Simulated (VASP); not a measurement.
Set up this calculation in VASP 6.6.1, as the native input.

- Task: single point
- Functional: PBE
- Potentials or basis: VASP PAW PBE potentials, release 64 (Si, N)
- Cutoff: 520 eV
- k mesh: 7 × 7 × 7
- Occupations: fermi-dirac, width 0.05 eV
- Spin: no spin polarisation
- Dipole correction: no
- Further INCAR settings: ALGO = Normal; EDIFF = 1e-06; NBANDS = 25

The structure of Si3N4 lies in POSCAR:

```
Si3N4
1.0
    4.1851386021      0.0000000000      0.0000000000
    0.0000000000      4.1851386021      0.0000000000
    0.0000000000      0.0000000000      4.1851386021
Si N
3 4
Direct
    0.0000000000      0.0000000000      0.5000000000
    0.5000000000      0.0000000000      0.0000000000
    0.0000000000      0.5000000000      0.0000000000
    0.2395200000      0.2395200000      0.7604800000
    0.7604800000      0.7604800000      0.7604800000
    0.2395200000      0.7604800000      0.2395200000
    0.7604800000      0.2395200000      0.2395200000
```

The input as run:

INCAR

```
SYSTEM = Si3N4
PREC = Accurate
ENCUT = 520
EDIFF = 1E-6
ISMEAR = -1
SIGMA = 0.05
LREAL = .False.
LASPH = .True.
NELM = 60
ALGO = Normal
ISIF = 2
LWAVE = .False.
LCHARG = .False.
GGA = PE
NBANDS = 25
```

KPOINTS

```
regular mesh
0
Gamma
  7 7 7
  0 0 0
```

Potentials or basis: VASP PAW PBE potentials, release 64 (Si, N).

Command:

```console
$ cat potpaw_PBE.64/Si/POTCAR potpaw_PBE.64/N/POTCAR > POTCAR
$ mpirun -np 1 vasp_std > vasp.out
```

Results of the run:

```yaml
Pressure: -8.9 GPa
Largest_force: 0.328 eV/Å
Band_gap_on_the_k_mesh: 2.69 eV (least direct gap 2.87 eV)
```

Caveat: the cell stands under tension; an odd mesh through Γ misses points on the zone boundary, where band edges can lie.

Run time: 17 s on 1 thread of AMD EPYC 9R45 96-Core Processor (Zen 5) (shared host), peak memory 0.14 GiB.
